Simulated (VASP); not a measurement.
# Mg (P6_3/mmc) in VASP: notebook

Mg is run at these levels: PBEsol; tasks: single point, relaxation of cell and atoms.

All numbers are computed with VASP 6.6.1; they aren't measurements. Logs are shortened: lines on timing, memory, paths and dates and some standing lists are left out, and cuts for length are marked.

## Step 1: The cell of the first run

Symmetry: P6_3/mmc, No. 194, hexagonal system. Conventional cell: a = 3.177 Å, b = 3.177 Å, c = 5.162 Å, α = 90.00°, β = 90.00°, γ = 120.00°. Mg (site symmetry -6m2) has 12 Mg at 3.17 to 3.18 Å within 4.2 Å.

## Step 2: Single point, PBEsol

File INCAR:

```
PREC = Accurate
ENCUT = 520
EDIFF = 1E-6
ISMEAR = -1
SIGMA = 0.1
LREAL = False
LASPH = True
NELM = 100
ALGO = Normal
ISIF = 2
LWAVE = False
LCHARG = False
GGA = PS
NBANDS = 9
```

File KPOINTS:

```
Automatic mesh
0
Gamma
  8 8 5
```

File POSCAR:

```
Mg
1.0
    3.1766296753      0.0000000000      0.0000000000
   -1.5883148376      2.7510419972      0.0000000000
    0.0000000000      0.0000000000      5.1620185307
Mg
2
Direct
    0.3333333333      0.6666666667      0.2500000000
    0.6666666667      0.3333333333      0.7500000000
```

Potentials or basis: VASP PAW PBE potentials, release 64 (Mg).

Launch:

```
$ cat potpaw_PBE.64/Mg/POTCAR > POTCAR
$ mpirun -np 1 vasp_std > vasp.out
```

OUTCAR:

```text
PREC = Accurate
   ENCUT = 520
   EDIFF = 1E-6
   ISMEAR = -1
   LREAL = False
   LASPH = True
   NELM = 100
   ISIF = 2
   GGA = PS

 ion  position               nearest neighbor table
   1  0.333  0.667  0.250-   2 3.17   2 3.17   2 3.17   2 3.17   2 3.17   2 3.17
   2  0.667  0.333  0.750-   1 3.17   1 3.17   1 3.17   1 3.17   1 3.17   1 3.17

  LATTYP: Found a hexagonal cell.
 ALAT       =     3.1766296753
 C/A-ratio  =     1.6249985231

  Lattice vectors:

 A1 = (   3.1766296753,   0.0000000000,   0.0000000000)
 A2 = (  -1.5883148376,   2.7510419972,   0.0000000000)
 A3 = (   0.0000000000,   0.0000000000,   5.1620185307)

Analysis of symmetry for initial positions (statically):
=====================================================================
 Subroutine PRICEL returns:
 Original cell was already a primitive cell.

 Routine SETGRP: Setting up the symmetry group for a
 hexagonal supercell.

 Subroutine GETGRP returns: Found 24 space group operations
 (whereof 12 operations were pure point group operations)
 out of a pool of 24 trial point group operations.

The static configuration has the point symmetry D_3d.
 The point group associated with its full space group is D_6h.

Analysis of symmetry for dynamics (positions and initial velocities):
=====================================================================
 Subroutine PRICEL returns:
 Original cell was already a primitive cell.

 Routine SETGRP: Setting up the symmetry group for a
 hexagonal supercell.

 Subroutine GETGRP returns: Found 24 space group operations
 (whereof 12 operations were pure point group operations)
 out of a pool of 24 trial point group operations.

The dynamic configuration has the point symmetry D_3d.
 The point group associated with its full space group is D_6h.

 Subroutine INISYM returns: Found 24 space group operations
 (whereof 12 operations are pure point group operations),
 and found     1 'primitive' translations

----------------------------------------------------------------------------------------

                                     Primitive cell

  volume of cell :      45.1111

  direct lattice vectors                    reciprocal lattice vectors
     3.176629675  0.000000000  0.000000000     0.314799049  0.181749316  0.000000000
    -1.588314838  2.751041997  0.000000000     0.000000000  0.363498631  0.000000000
     0.000000000  0.000000000  5.162018531     0.000000000  0.000000000  0.193722668

  length of vectors
     3.176629675  3.176629675  5.162018531     0.363498631  0.363498631  0.193722668

  position of ions in fractional coordinates (direct lattice)
     0.333333333  0.666666667  0.250000000
     0.666666667  0.333333333  0.750000000

  ion indices of the primitive-cell ions
   primitive index   ion index
                 1           1
                 2           2

----------------------------------------------------------------------------------------

 KPOINTS: Automatic mesh

Automatic generation of k-mesh.
 Grid dimensions read from file:
 generate k-points for:    8    8    5

 Generating k-lattice:

  Cartesian coordinates                     Fractional coordinates (reciprocal lattice)
     0.039349881  0.022718664  0.000000000     0.125000000 -0.000000000  0.000000000
     0.000000000  0.045437329  0.000000000     0.000000000  0.125000000  0.000000000
     0.000000000  0.000000000  0.038744534     0.000000000  0.000000000  0.200000000

  Length of vectors
     0.045437329  0.045437329  0.038744534

  Shift w.r.t. Gamma in fractional coordinates (k-lattice)
     0.000000000  0.000000000  0.000000000

 Subroutine IBZKPT returns following result:
 ===========================================

 Found     30 irreducible k-points:

 Following reciprocal coordinates:
            Coordinates               Weight
  0.000000  0.000000  0.000000      1.000000
  0.125000 -0.000000  0.000000      6.000000
  0.250000 -0.000000  0.000000      6.000000
  0.375000  0.000000  0.000000      6.000000
  0.500000 -0.000000  0.000000      3.000000
  0.125000  0.125000  0.000000      6.000000
[... 16 lines left out ...]
  0.250000 -0.000000  0.400000     12.000000
  0.375000  0.000000  0.400000     12.000000
 [... further k-points ...]
   k-points           NKPTS =     30   k-points in BZ     NKDIM =     30   number of bands    NBANDS=      9
   number of dos      NEDOS =    301   number of ions     NIONS =      2
   total plane-waves  NPLWV =  23040
   dimension x,y,z NGX =    24 NGY =   24 NGZ =   40
   dimension x,y,z NGXF=    48 NGYF=   48 NGZF=   80
   ions per type =               2
   NGX,Y,Z   is equivalent  to a cutoff of  12.56, 12.56, 12.88 a.u.
   NGXF,Y,Z  is equivalent  to a cutoff of  25.12, 25.12, 25.76 a.u.
 SYSTEM =  unknown system
   PREC   = accura    normal or accurate (medium, high low for compatibility)
   ISTART =      0    job   : 0-new  1-cont  2-samecut
   ICHARG =      2    charge: 1-file 2-atom 10-const
   ISPIN  =      1    spin polarized calculation?
   LNONCOLLINEAR =      F non collinear calculations
   LSORBIT =      F    spin-orbit coupling
   LASPH  =      T    aspherical Exc in radial PAW
   ENCUT  =  520.0 eV  38.22 Ry    6.18 a.u.   5.91  5.91  9.60*2*pi/ulx,y,z
   NELM   =    100;   NELMIN=  2; NELMDL= -5     # of ELM steps
   EDIFF  = 0.1E-05   stopping-criterion for ELM
   LREAL  =      F    real-space projection
   EDIFFG = 0.1E-04   stopping-criterion for IOM
   NSW    =      0    number of steps for IOM
   IBRION =     -1    ionic relax: 0-MD 1-quasi-New 2-CG
   NFREE  =      0    steps in history (QN), initial steepest desc. (CG)
   ISIF   =      2    stress and relaxation
   ISYM   =      2    0-nonsym 1-usesym 2-fastsym
   POTIM  = 0.5000    time-step for ionic-motion
   TEBEG  =    0.0;   TEEND  =   0.0 temperature during run
   PSTRESS=    0.0 pullay stress
   NELECT =       4.0000    total number of electrons
   NUPDOWN=      -1.0000    fix difference up-down
   EMIN   =  10.00;   EMAX   =-10.00  energy-range for DOS
   EFERMI =   0.00;   METHOD = LEGACY
   ISMEAR =    -1;   SIGMA  =   0.10  broadening in eV -4-tet -1-fermi 0-gaus
   EFERMI_NEDOS =   21; number of points for ismear=-14 and -15
   IALGO  =     38    algorithm
   IMIX   =      4    mixing-type and parameters
     AMIX     =   0.40;   BMIX     =  1.00
     AMIX_MAG =   1.60;   BMIX_MAG =  1.00
  volume/ion in A,a.u.               =      22.56       152.21
  Fermi-wavevector in a.u.,A,eV,Ry     =   0.730018  1.379534  7.250907  0.532927
  Thomas-Fermi vector in A             =   1.821884
   LORBIT       =      0    0 simple, 1 ext, 2 COOP (PROOUT), +10 PAW based schemes
   GGA     = PS    functional components
   LHFCALC =     F    Hartree Fock is set to
   AEXX    =    0.0000 exact exchange contribution
   IVDW    =     0    specifies the selected vdW correction
   LEPSILON=     F    determine dielectric tensor
   LRPA    =     F    only Hartree local field effects (RPA)
 non-spin polarized calculation
  energy-cutoff  :      520.00
  volume of cell :       45.11
 maximum number of plane-waves:      1225
 NGX is ok and might be reduce to    24
   NGX = 11   NGY = 11   NGZ = 19

 number of electron       4.0000000 magnetization

 Free energy of the ion-electron system (eV)
  ---------------------------------------------------
  ext. energy  EPLUGINS =         0.00000000
  ---------------------------------------------------
  free energy    TOTEN  =        -3.48378441 eV

  energy without entropy =       -3.46378939  energy(sigma->0) =       -3.47378690

 E-fermi :   2.6992     XC(G=0):  -8.5889

 val. band max:        2.6576901583   @ k =   0.2500   0.2500   0.2000
 cond. band min:       2.9537781308   @ k =   0.2500   0.1250   0.0000
 fundamental gap:      0.2960879725
 Fermi energy:         2.6992262138

 k-point     1 :       0.0000    0.0000    0.0000
  band No.  band energies     occupation
      1      -4.3212      2.00000
      2       0.9627      2.00000
      3       1.4410      1.99999
      4      13.7226      0.00000
      5      13.7226      0.00000
      6      13.8773      0.00000
      7      13.8773      0.00000
      8      14.5993      0.00000
      9      16.2930      0.00000

 k-point     2 :       0.1250   -0.0000    0.0000
  band No.  band energies     occupation
      1      -4.0101      2.00000
      2       1.2466      2.00000
      3       1.7419      1.99986
      4      10.1527      0.00000
      5      11.9855      0.00000
      6      12.7320      0.00000
      7      14.8965      0.00000
      8      15.3110      0.00000
      9      15.9271      0.00000

 k-point     3 :       0.2500   -0.0000    0.0000
  band No.  band energies     occupation
      1      -3.0831      2.00000
      2       2.0996      1.99504
      3       2.6080      1.42703
      4       6.5407      0.00000
      5      10.6889      0.00000
      6      10.7649      0.00000
      7      11.2646      0.00000
      8      13.0477      0.00000
      9      15.1786      0.00000

 k-point     4 :       0.3750    0.0000    0.0000
  band No.  band energies     occupation
      1      -1.5586      2.00000
      2       2.9653      0.13061
      3       3.5234      0.00053
      4       4.4683      0.00000
      5       8.1215      0.00000
      6       8.5012      0.00000
      7       9.9131      0.00000
      8      11.5520      0.00000
      9      14.2919      0.00000
[... 205 lines left out ...]
 k-point    22 :       0.1250   -0.0000    0.4000
  band No.  band energies     occupation
      1      -3.1109      2.00000
      2      -1.9992      2.00000
      3       6.5285      0.00000
      4       9.5001      0.00000
      5      11.0097      0.00000
      6      11.8388      0.00000
      7      12.7306      0.00000
      8      13.6565      0.00000
      9      14.3814      0.00000

 k-point    23 :       0.2500   -0.0000    0.4000
  band No.  band energies     occupation
      1      -2.1928      2.00000
      2      -1.0926      2.00000
      3       6.8594      0.00000
      4       7.6966      0.00000
      5       8.3088      0.00000
      6      10.3968      0.00000
      7      11.4445      0.00000
      8      12.3925      0.00000
      9      12.9552      0.00000

 k-point    24 :       0.3750    0.0000    0.4000
  band No.  band energies     occupation
      1      -0.6846      2.00000
      2       0.3910      2.00000
      3       4.0767      0.00000
      4       5.1096      0.00000
      5       8.7762      0.00000
      6      10.6676      0.00000
      7      10.9577      0.00000
      8      11.6134      0.00000
      9      12.3489      0.00000

 [... further k-points ...]
[... 5 lines left out ...]
  --------------------------------------------------------------------------------------
  -------------------------------------------------------------------------------------
  Total       -0.0228228     -0.0228228     -0.0254757     -0.0000000     -0.0000000      0.0000000
  in kB       -0.8105807     -0.8105807     -0.9048015     -0.0000000     -0.0000000      0.0000000
  external PRESSURE =      -0.8419876 kB  Pullay stress =       0.0000000 kB

 VOLUME and BASIS-vectors are now :
 -----------------------------------------------------------------------------
  energy-cutoff  :      520.00
  volume of cell :       45.11
      direct lattice vectors                 reciprocal lattice vectors
     3.176629675  0.000000000  0.000000000     0.314799049  0.181749316  0.000000000
    -1.588314838  2.751041997  0.000000000     0.000000000  0.363498631  0.000000000
     0.000000000  0.000000000  5.162018531     0.000000000  0.000000000  0.193722668

 POSITION                                       TOTAL-FORCE (eV/Angst)
 -----------------------------------------------------------------------------------
     -0.00000      1.83403      1.29050        -0.000000      0.000000      0.000000
      1.58831      0.91701      3.87151         0.000000     -0.000000      0.000000
 -----------------------------------------------------------------------------------
    total drift:                                0.000000     -0.000000      0.000000

  FREE ENERGIE OF THE ION-ELECTRON SYSTEM (eV)
  ---------------------------------------------------
  free  energy   TOTEN  =        -3.4837844092 eV

  energy  without entropy=       -3.4637893932  energy(sigma->0) =       -3.47378690
```

Wall time 7.8 s (1 thread of Intel Xeon Platinum 8375C at 2.90GHz (Ice Lake), shared host); peak memory 0.16 GiB.

Results:

| Item | Value |
| --- | --- |
| Free energy | -3.4838 eV |
| Pressure | -0.1 GPa |
| Band gap on the k mesh | zero (band 2 reaches 3.69 eV, above the bottom of band 3 at 1.44 eV) |

Levels at points of the mesh, in eV from the Fermi level:
| k point | band 1 | band 2 | band 3 | band 4 | band 5 |
| --- | --- | --- | --- | --- | --- |
| (0.00, 0.00, 0.00) | -7.02 | -1.74 | -1.26 | 11.02 | 11.02 |
| (0.50, 0.00, 0.00) | -2.19 | -2.16 | 2.67 | 3.00 | 3.31 |

Caveat: the PAW data sets were made with another functional, which shifts forces and pressure a little.

## Step 3: Relaxation of cell and atoms, PBEsol

This run uses another cell than the first one, of 23.24 Å³/atom, 1.030 times its volume.

File INCAR:

```
ALGO     = Normal         # electronic algorithm
EDIFF    = 1E-6           # SCF threshold, eV
EDIFFG   = -0.02          # ionic threshold
ENCUT    = 600            # plane-wave cutoff, eV
GGA      = PS             # functional
IBRION   = 2              # ionic algorithm
ISIF     = 3              # what is computed and relaxed
ISMEAR   = -1             # smearing method
LASPH    = True           # aspherical terms in the spheres
LCHARG   = False          # write CHGCAR
LREAL    = False          # projectors in reciprocal space
LWAVE    = False          # write WAVECAR
NELM     = 80             # most SCF steps
NSW      = 80             # ionic steps
PREC     = Accurate       # precision mode
SIGMA    = 0.1            # smearing width, eV
```

File KPOINTS:

```
k-points
0
Gamma
  8 8 5
```

File POSCAR:

```
Mg
1.0
    3.2093000000      0.0000000000      0.0000000000
   -1.6046500000      2.7793353300      0.0000000000
    0.0000000000      0.0000000000      5.2103000000
Mg
2
Direct
    0.3333333300      0.6666666700      0.2500000000
    0.6666666700      0.3333333300      0.7500000000
```

Potentials or basis: VASP PAW PBE potentials, release 64 (Mg).

Launch:

```
$ cat potpaw_PBE.64/Mg/POTCAR > POTCAR
$ mpirun -np 1 vasp_std > vasp.out
```

It took 20 s on 1 thread of Intel Xeon Platinum 8375C at 2.90GHz (Ice Lake), shared host; peak memory 0.18 GiB.

The run converged. Its results:

```yaml
Free_energy: -3.4840 eV
Relaxed_volume: 22.51 Å³/atom
Relaxed_cell: a = 3.175 Å, b = 3.175 Å, c = 5.157 Å, α = 90.00°, β = 90.00°, γ = 120.00°
Space_group_after_relaxing_to_0.05_Å: P6_3/mmc (No. 194)
Energy_gained_by_relaxing: 2.7 meV/atom
Ionic_steps: 3
Pressure_after_relaxing: 0.0 GPa
Band_gap_on_the_k_mesh: zero (band 2 reaches 3.70 eV, above the bottom of band 3 at 1.46 eV)
```

Step by step:
```
step  energy change (eV)  largest force (eV/Å)  pressure (GPa)  volume (Å³)
   1              0.0000                0.0000           -1.14        46.47
   2             -0.0050                0.0000           -0.30        45.37
   3             -0.0054                0.0000            0.00        45.01
```

Final structure:
```yaml
crystal:
  lattice:
    - [3.17484, 0.00000, 0.00000]
    - [-1.58742, 2.74950, 0.00000]
    - [0.00000, 0.00000, 5.15661]
  atoms:
    - { symbol: Mg, position: [0.33333, 0.66667, 0.25000] }
    - { symbol: Mg, position: [0.66667, 0.33333, 0.75000] }
```

Levels at points of the mesh, in eV from the Fermi level:
| k point | band 1 | band 2 | band 3 | band 4 | band 5 |
| --- | --- | --- | --- | --- | --- |
| (0.00, 0.00, 0.00) | -7.03 | -1.74 | -1.25 | 11.03 | 11.03 |
| (0.50, 0.00, 0.00) | -2.19 | -2.16 | 2.67 | 3.00 | 3.32 |

Caveat: the PAW data sets were made with another functional, which shifts forces and pressure a little.
